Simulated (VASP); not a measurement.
# NbP (I4_1md) in VASP: single point with r2SCAN

Aim: the single point of NbP with r2SCAN.

Everything below comes from runs of VASP 6.6.1. Logs are shortened: lines on timing, memory, paths and dates and some standing lists are left out, and cuts for length are marked.

### 1 The cell of the first run

The structure is tetragonal, space group I4_1md (No. 109). The conventional cell has a = 3.338 Å, b = 3.338 Å, c = 11.464 Å, α = 90.00°, β = 90.00°, γ = 90.00°. Nb (site symmetry 2mm) has 6 P at 2.54 to 2.55 Å and 8 Nb at 3.32 to 3.34 Å within 3.4 Å. Within 3.4 Å of P (site symmetry 2mm) lie 6 Nb at 2.54 to 2.55 Å and 8 P at 3.32 to 3.34 Å.

### 2 Single point, r2SCAN

Input file POSCAR:

```
NbP
1.0
   -1.6691837426      1.6691837426      5.7320230931
    1.6691837426     -1.6691837426      5.7320230931
    1.6691837426      1.6691837426     -5.7320230931
Nb P
2 2
Direct
    0.7498223615      0.7498223615      0.0000000000
    0.4998223615      0.9998223615      0.5000000000
    0.3328062135      0.3328062135      0.0000000000
    0.0828062135      0.5828062135      0.5000000000
```

Input file INCAR.step1:

```
SYSTEM = NbP
  ALGO = Normal
  EDIFF = 1E-4
  ENCUT = 520
  GGA = PE
  ISMEAR = -1
  LASPH = .True.
  LCHARG = .False.
  LREAL = .False.
  LWAVE = .True.
  NBANDS = 26
  NELM = 80
  PREC = Accurate
  SIGMA = 0.02
```

Input file INCAR.step2:

```
SYSTEM = NbP
  ALGO = Normal
  EDIFF = 1E-7
  ENCUT = 520
  ISIF = 2
  ISMEAR = -1
  ISTART = 1
  LASPH = .True.
  LCHARG = .False.
  LMIXTAU = .True.
  LREAL = .False.
  LWAVE = .False.
  METAGGA = R2SCAN
  NBANDS = 26
  NELM = 80
  PREC = Accurate
  SIGMA = 0.02
```

Input file KPOINTS:

```
k-points
0
Gamma
  10 10 10
  0 0 0
```

Potentials or basis: VASP PAW PBE potentials, release 64 (Nb_sv, P).

The run is started by

```
> cat potpaw_PBE.64/Nb_sv/POTCAR potpaw_PBE.64/P/POTCAR > POTCAR
> cp INCAR.step1 INCAR
> mpirun -np 1 vasp_std > vasp.out
> cp INCAR.step2 INCAR
> mpirun -np 1 vasp_std > vasp.out
```

OUTCAR:

```text
SYSTEM = NbP
   EDIFF = 1E-7
   ENCUT = 520
   ISIF = 2
   ISMEAR = -1
   ISTART = 1
   LASPH = .True.
   LREAL = .False.
   METAGGA = R2SCAN
   NELM = 80
   PREC = Accurate

 ion  position               nearest neighbor table
   1  0.750  0.750  0.000-   4 2.54   4 2.54   3 2.55   3 2.55   3 2.55   3 2.55
   2  0.500  1.000  0.500-   3 2.54   3 2.54   4 2.55   4 2.55   4 2.55   4 2.55
   3  0.333  0.333  0.000-   2 2.54   2 2.54   1 2.55   1 2.55   1 2.55   1 2.55
   4  0.083  0.583  0.500-   1 2.54   1 2.54   2 2.55   2 2.55   2 2.55   2 2.55

  LATTYP: Found a body centered tetragonal cell.
 ALAT       =     3.3383674852
 C/A-ratio  =     3.4340276309

  Lattice vectors:

 A1 = (  -1.6691837426,   1.6691837426,   5.7320230931)
 A2 = (   1.6691837426,  -1.6691837426,   5.7320230931)
 A3 = (   1.6691837426,   1.6691837426,  -5.7320230931)

Analysis of symmetry for initial positions (statically):
=====================================================================
 Subroutine PRICEL returns:
 Original cell was already a primitive cell.

 Routine SETGRP: Setting up the symmetry group for a
 body centered tetragonal supercell.

 Subroutine GETGRP returns: Found  8 space group operations
 (whereof  4 operations were pure point group operations)
 out of a pool of 16 trial point group operations.

The static configuration has the point symmetry C_2v.
 The point group associated with its full space group is C_4v.

Analysis of symmetry for dynamics (positions and initial velocities):
=====================================================================
 Subroutine PRICEL returns:
 Original cell was already a primitive cell.

 Routine SETGRP: Setting up the symmetry group for a
 body centered tetragonal supercell.

 Subroutine GETGRP returns: Found  8 space group operations
 (whereof  4 operations were pure point group operations)
 out of a pool of 16 trial point group operations.

The dynamic configuration has the point symmetry C_2v.
 The point group associated with its full space group is C_4v.

 Subroutine INISYM returns: Found  8 space group operations
 (whereof  4 operations are pure point group operations),
 and found     1 'primitive' translations

----------------------------------------------------------------------------------------

                                     Primitive cell

  volume of cell :      63.8817

  direct lattice vectors                    reciprocal lattice vectors
[... 91 lines left out ...]
   EDIFF  = 0.1E-06   stopping-criterion for ELM
   LREAL  =      F    real-space projection
   EDIFFG = 0.1E-05   stopping-criterion for IOM
   NSW    =      0    number of steps for IOM
   IBRION =     -1    ionic relax: 0-MD 1-quasi-New 2-CG
   NFREE  =      0    steps in history (QN), initial steepest desc. (CG)
   ISIF   =      2    stress and relaxation
   ISYM   =      2    0-nonsym 1-usesym 2-fastsym
   POTIM  = 0.5000    time-step for ionic-motion
   TEBEG  =    0.0;   TEEND  =   0.0 temperature during run
   PSTRESS=    0.0 pullay stress
   NELECT =      36.0000    total number of electrons
   NUPDOWN=      -1.0000    fix difference up-down
   EMIN   =  10.00;   EMAX   =-10.00  energy-range for DOS
   EFERMI =   0.00;   METHOD = LEGACY
   ISMEAR =    -1;   SIGMA  =   0.02  broadening in eV -4-tet -1-fermi 0-gaus
   EFERMI_NEDOS =   21; number of points for ismear=-14 and -15
   IALGO  =     38    algorithm
   IMIX   =      4    mixing-type and parameters
     AMIX     =   0.40;   BMIX     =  1.00
     AMIX_MAG =   1.60;   BMIX_MAG =  1.00
  volume/ion in A,a.u.               =      15.97       107.77
  Fermi-wavevector in a.u.,A,eV,Ry     =   1.352229  2.555342 24.878571  1.828523
  Thomas-Fermi vector in A             =   2.479585
   LORBIT       =      0    0 simple, 1 ext, 2 COOP (PROOUT), +10 PAW based schemes
   METAGGA = R2SCAN    functional components
   LHFCALC =     F    Hartree Fock is set to
   AEXX    =    0.0000 exact exchange contribution
   IVDW    =     0    specifies the selected vdW correction
   LEPSILON=     F    determine dielectric tensor
   LRPA    =     F    only Hartree local field effects (RPA)
 non-spin polarized calculation
  energy-cutoff  :      520.00
  volume of cell :       63.88
 maximum number of plane-waves:      1738
 NGX is ok and might be reduce to    48
   NGX = 23   NGY = 23   NGZ = 23

 number of electron      36.0000000 magnetization

 Free energy of the ion-electron system (eV)
  ---------------------------------------------------
  ext. energy  EPLUGINS =         0.00000000
  ---------------------------------------------------
  free energy    TOTEN  =       -72.05228828 eV

  energy without entropy =      -72.05130888  energy(sigma->0) =      -72.05179858

 E-fermi :  10.6945     XC(G=0): -12.8838

 val. band max:       10.6919593756   @ k =  -0.3000   0.5000   0.3000
 cond. band min:      10.7112302680   @ k =  -0.1000   0.5000   0.1000
 fundamental gap:      0.0192708924
 Fermi energy:        10.6945102001

 k-point     1 :       0.0000    0.0000    0.0000
  band No.  band energies     occupation
      1     -46.1090      2.00000
      2     -46.0668      2.00000
      3     -21.6873      2.00000
      4     -21.4564      2.00000
      5     -21.4564      2.00000
      6     -21.3094      2.00000
[... 685 lines left out ...]
     25      16.1364      0.00000
     26      16.6116      0.00000

 [... further k-points ...]

------------------------ aborting loop because EDIFF is reached ----------------------------------------

  FORCE on cell =-STRESS in cart. coord.  units (eV):
  Direction    XX          YY          ZZ          XY          YZ          ZX
  --------------------------------------------------------------------------------------
  -------------------------------------------------------------------------------------
  Total       -0.1719919     -0.1719919     -0.1448243      0.0000000      0.0000000      0.0000000
  in kB       -4.3136250     -4.3136250     -3.6322506      0.0000000      0.0000000      0.0000000
  external PRESSURE =      -4.0865002 kB  Pullay stress =       0.0000000 kB

 VOLUME and BASIS-vectors are now :
 -----------------------------------------------------------------------------
  energy-cutoff  :      520.00
  volume of cell :       63.88
      direct lattice vectors                 reciprocal lattice vectors
    -1.669183743  1.669183743  5.732023093     0.000000000  0.299547610  0.087229237
     1.669183743 -1.669183743  5.732023093     0.299547610  0.000000000  0.087229237
     1.669183743  1.669183743 -5.732023093     0.299547610  0.299547610  0.000000000

 POSITION                                       TOTAL-FORCE (eV/Angst)
 -----------------------------------------------------------------------------------
      0.00000      0.00000      8.59600         0.000000     -0.000000     -0.000255
      1.66918      0.00000      5.72999        -0.000000      0.000000     -0.000255
      0.00000      0.00000      3.81531        -0.000000      0.000000      0.000255
      1.66918      0.00000      0.94929         0.000000     -0.000000      0.000255
 -----------------------------------------------------------------------------------
    total drift:                                0.000000      0.000000      0.000317

  FREE ENERGIE OF THE ION-ELECTRON SYSTEM (eV)
  ---------------------------------------------------
  free  energy   TOTEN  =       -72.0522882789 eV

  energy  without entropy=      -72.0513088756  energy(sigma->0) =      -72.05179858
```

OUTCAR.step1:

```text
SYSTEM = NbP
   EDIFF = 1E-4
   ENCUT = 520
   GGA = PE
   ISMEAR = -1
   LASPH = .True.
   LREAL = .False.
   NELM = 80
[... 925 lines left out ...]
      1.66918      0.00000      5.72999        -0.000000     -0.000000      0.016305
      0.00000      0.00000      3.81531        -0.000000     -0.000000     -0.016305
      1.66918      0.00000      0.94929         0.000000      0.000000     -0.016305
 -----------------------------------------------------------------------------------
    total drift:                               -0.000000     -0.000000      0.000211

  FREE ENERGIE OF THE ION-ELECTRON SYSTEM (eV)
  ---------------------------------------------------
  free  energy   TOTEN  =       -35.3130775065 eV

  energy  without entropy=      -35.3120936778  energy(sigma->0) =      -35.31258559
```

OSZICAR.step1:

```text
N       E                     dE             d eps       ncg     rms          rms(c)
DAV:   1     0.351326569396E+03    0.35133E+03   -0.19152E+04  5304   0.138E+03
DAV:   2    -0.794503145115E+01   -0.35927E+03   -0.34860E+03  6310   0.507E+02
DAV:   3    -0.359757423095E+02   -0.28031E+02   -0.27525E+02  9856   0.106E+02
DAV:   4    -0.376050011771E+02   -0.16293E+01   -0.16211E+01  7904   0.209E+01
DAV:   5    -0.376765677046E+02   -0.71567E-01   -0.71499E-01  9366   0.474E+00    0.129E+01
DAV:   6    -0.352937430467E+02    0.23828E+01   -0.82733E+00  8176   0.200E+01    0.477E+00
DAV:   7    -0.353139971928E+02   -0.20254E-01   -0.67241E-01  8206   0.438E+00    0.307E+00
DAV:   8    -0.353124707927E+02    0.15264E-02   -0.78086E-02  7932   0.188E+00    0.460E-01
DAV:   9    -0.353127027779E+02   -0.23199E-03   -0.84925E-03  8796   0.551E-01    0.329E-01
DAV:  10    -0.353131066984E+02   -0.40392E-03   -0.20126E-03  6318   0.418E-01    0.685E-02
DAV:  11    -0.353130775065E+02    0.29192E-04   -0.98770E-05  4450   0.990E-02
   1 F= -.35313078E+02 E0= -.35312586E+02  d E =-.983829E-03
```

Run time: 35 min. Hardware: 1 thread of Intel Xeon 8259CL, shared host; peak memory 0.45 GiB.

Results:

| Quantity | Value |
| --- | --- |
| Free energy | -72.0523 eV |
| Pressure | -0.4 GPa |
| Band gap on the k mesh | zero (bands 18 and 19 overlap by 0.13 eV) |

Caveat: the PAW data sets were made with another functional, which shifts forces and pressure a little.
